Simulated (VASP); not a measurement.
Input of a VASP 6.6.1 run:

File INCAR:

```
SYSTEM = LiH
PREC = Accurate ; ENCUT = 750
EDIFF = 1E-6 ; ISMEAR = 0
SIGMA = 0.02 ; LREAL = .False.
LASPH = .True. ; NELM = 120
ALGO = Normal ; ISIF = 2
LWAVE = .False. ; LCHARG = .True.
GGA = PE ; LELF = .True.
LVHAR = .True. ; NBANDS = 9
GGA_COMPAT = .False.
```

The input KPOINTS:

```
Automatic mesh
0
Gamma
  12 12 12
  0 0 0
```

Contents of POSCAR:

```
LiH
1.0
    0.0000000000      2.0367500000      2.0367500000
    2.0367500000      0.0000000000      2.0367500000
    2.0367500000      2.0367500000      0.0000000000
Li H
1 1
Direct
    0.0000000000      0.0000000000      0.0000000000
    0.5000000000      0.5000000000      0.5000000000
```

Potentials or basis: VASP PAW PBE potentials, release 64 (Li_sv, H).

Run with:

```console
$ cat potpaw_PBE.64/Li_sv/POTCAR potpaw_PBE.64/H/POTCAR > POTCAR
$ mpirun -np 1 vasp_std > vasp.out
```

Predict the pressure.

-1.8 GPa.

What does it give for the band gap on the k mesh?

3.01 eV.

A k mesh can miss the band edges.
